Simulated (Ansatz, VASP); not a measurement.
## GaN: VASP beside Ansatz

```
Ga N
1.0
     0.00000    2.10852    2.10852
     2.10852    0.00000    2.10852
     2.10852    2.10852    0.00000
Ga N
1 1
Cartesian
  2.1085 2.1085 2.1085
  0.0000 0.0000 0.0000
```

Alike in both runs: task single point; functional LDA; k mesh 10 × 10 × 10; no spin polarisation.

|  | VASP | Ansatz |
| --- | --- | --- |
| version | VASP 6.6.1 | Ansatz 0.2.0 |
| potentials or method | VASP PAW LDA potentials, release 64 (Ga_d, N_h) | plane waves, PAW |
| plane-wave cutoff (eV) | 910 | 420 |
| occupations | gaussian, width 0.01 eV | fixed |
| valence electrons in the cell | 18 | 18 |

|  | VASP | Ansatz | Ansatz less VASP |
| --- | --- | --- | --- |
| gap on the k mesh at the Fermi level (eV) | 0.48 | 0.46 | -0.021 |

LDA's correlation is that of Perdew and Zunger in VASP and of Perdew and Wang (1992) in Ansatz.

Noted on VASP's run: the cutoff is short for stress, so the pressure is rough.
